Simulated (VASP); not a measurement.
Set up this calculation in VASP 6.6.1, as the native input.

- Task: single point
- Functional: LDA
- Potentials or basis: VASP PAW LDA potentials, release 64 (B, N)
- Cutoff: 600 eV
- k mesh: 8 × 8 × 4
- Occupations: gaussian, width 0.01 eV
- Spin: no spin polarisation
- Dipole correction: no
- Further INCAR settings: ALGO = Normal; EDIFF = 1e-06; NBANDS = 16

The structure of BN lies in POSCAR:

```
BN
1.0
    2.5360000000      0.0000000000      0.0000000000
   -1.2680000000      2.1962400000      0.0000000000
    0.0000000000      0.0000000000      4.1990000000
B N
2 2
Direct
    0.6666666667      0.3333333333      0.0000000000
    0.3333333333      0.6666666667      0.5000000000
    0.6666666667      0.3333333333      0.3750000000
    0.3333333333      0.6666666667      0.8750000000
```

The input as run:

INCAR

```
  ALGO = Normal
  EDIFF = 1E-6
  ENCUT = 600
  GGA = CA
  GGA_COMPAT = False
  ISIF = 2
  ISMEAR = 0
  LASPH = True
  LCHARG = False
  LREAL = False
  LWAVE = False
  NBANDS = 16
  NELM = 120
  PREC = Accurate
  SIGMA = 0.01
```

KPOINTS

```
k-points
0
Gamma
  8 8 4
```

Potentials or basis: VASP PAW LDA potentials, release 64 (B, N).

Launch:

```sh
$ cat potpaw_LDA.64/B/POTCAR potpaw_LDA.64/N/POTCAR > POTCAR
$ mpirun -np 1 vasp_std > vasp.out
```

Results of the run:

```yaml
Pressure: -5.5 GPa
Largest_force: 0.049 eV/Å
Band_gap_on_the_k_mesh: 5.29 eV, indirect (least direct gap 8.23 eV)
```

It took 14 s on 1 thread of Intel(R) Xeon(R) Platinum 8488C (Sapphire Rapids) (shared host), peak memory 0.13 GiB.
